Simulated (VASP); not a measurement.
Ag, 1 atom in the cell. It takes space group Fm-3m (No. 225, cubic). Conventional cell: a = 4.045 Å, b = 4.045 Å, c = 4.045 Å, α = 90.00°, β = 90.00°, γ = 90.00°. Ag (site symmetry m-3m) has 12 Ag at 2.86 Å within 3.8 Å.  This cell differs from its parent crystal: volume scaled by 0.97.

```yaml
Program: VASP 6.6.1
Task: electric field gradients
Functional: LDA
Potentials_or_basis: VASP PAW LDA potentials, release 64 (Ag)
Cutoff: 520 eV
k_mesh: 15 × 15 × 15
Occupations: fermi-dirac, width 0.05 eV
Spin: no spin polarisation
Dipole_correction: no
Further_INCAR_settings: ALGO = Normal; EDIFF = 1e-08; NBANDS = 12
```

Potentials or basis: VASP PAW LDA potentials, release 64 (Ag).

Command:

```bash
$ cat potpaw_LDA.64/Ag/POTCAR > POTCAR
$ mpirun -np 1 vasp_std > vasp.out
```

Hardware: 1 thread of Intel Xeon 6975P-C (shared host).

**Question.** Estimate the wall time of this run.

**Answer.** It took 10 s on 1 thread of Intel Xeon 6975P-C (shared host), peak memory 0.14 GiB. Counts: scf iterations 12, k points 120.
